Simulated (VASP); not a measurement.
The system is PtSe2.

```
CELL_PARAMETERS angstrom
3.80046 0.00000 0.00000
-1.90023 3.29129 0.00000
0.00000 0.00000 6.98225
ATOMIC_POSITIONS crystal
Pt 0.00000 0.00000 0.00000
Se 0.33333 0.66667 0.18936
Se 0.66667 0.33333 0.81064
```

```yaml
Program: VASP 6.6.1
Task: relaxation of shape and atoms at fixed volume
Functional: PBE
Potentials_or_basis: VASP PAW PBE potentials, release 64 (Pt, Se)
Cutoff: 600 eV
k_mesh: 12 × 12 × 4
Occupations: gaussian, width 0.02 eV
Spin: no spin polarisation
```

At the start: pressure -3.0 GPa; volume 29.11 Å³/atom.

Question: How do energy, volume and symmetry change on relaxing?

Answer: Over 6 steps the energy falls by 10.4 meV/atom; space group P-3m1 (No. 164, to 0.1 Å) before and after.

Step by step:
| step | energy change (eV) | largest force (eV/Å) | pressure (GPa) | volume (Å³) |
| --- | --- | --- | --- | --- |
| 1 | 0.0000 | 0.4429 | -2.99 | 87.34 |
| 2 | -0.0188 | 0.2454 | -1.91 | 87.34 |
| 3 | -0.0291 | 0.0357 | -0.39 | 87.34 |
| 4 | -0.0292 | 0.0617 | -0.24 | 87.34 |
| 5 | -0.0310 | 0.0275 | -0.13 | 87.34 |
| 6 | -0.0313 | 0.0018 | -0.05 | 87.34 |

Final structure:
```
CELL_PARAMETERS angstrom
3.74930 0.00000 0.00000
-1.87465 3.24699 0.00000
0.00000 0.00000 7.17409
ATOMIC_POSITIONS crystal
Pt 0.00000 0.00000 0.00000
Se 0.33333 0.66667 0.18226
Se 0.66667 0.33333 0.81774
```

Caveat: this functional lacks dispersion, which binds the layers, so the pressure and a relaxed spacing across them are unreliable.
